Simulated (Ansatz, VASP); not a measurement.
One calculation of NaCaYC6N6, two programs

```
Na Ca Y C N
1.0
     0.00000    6.10944    6.10944
     6.10944    0.00000    6.10944
     6.10944    6.10944    0.00000
Na Ca Y C N
1 1 1 6 6
Cartesian
  3.0547 3.0547 3.0547
  6.1094 6.1094 6.1094
  0.0000 0.0000 0.0000
  2.4961 6.1094 6.1094
  6.1094 9.7228 6.1094
  6.1094 6.1094 9.7228
  9.7228 6.1094 6.1094
  6.1094 2.4961 6.1094
  6.1094 6.1094 2.4961
  3.6649 6.1094 6.1094
  6.1094 8.5540 6.1094
  6.1094 6.1094 8.5540
  8.5540 6.1094 6.1094
  6.1094 3.6649 6.1094
  6.1094 6.1094 3.6649
```

Alike in both runs: functional PBE; k mesh 4 × 4 × 4; occupations gaussian, width 0.02 eV; no spin polarisation.

Ansatz relaxed the structure, and its values are those at the end. VASP's run is a single point on that final structure, the one shown.

```csv
,VASP,Ansatz
version,VASP 6.6.1,Ansatz 0.2.0
potentials or method,"VASP PAW PBE potentials, release 64 (Na_pv, Ca_sv, Y_sv, C, N), cutoff 520 eV","scalar-relativistic, plane waves, PAW"
valence electrons in the cell,82,84
```

```tsv
	VASP	Ansatz	Ansatz less VASP
gap on the k mesh at the Fermi level (eV)	4.36	4.37	+0.009
least direct gap on the mesh (eV)	4.36	4.37	+0.009
pressure (GPa)	0.3	0.0	-0.30
rms of the force components (eV/Å)	0.205	0.005	-0.2002
```

One of these differences is far larger than is usual between the two programs; its cause wasn't traced. VASP's potentials hold 82 valence electrons a cell and Ansatz's 84, so a difference there can come from the potentials and not from the codes.

Noted on VASP's run: the standard files for N, O and F lose accuracy on very short bonds.
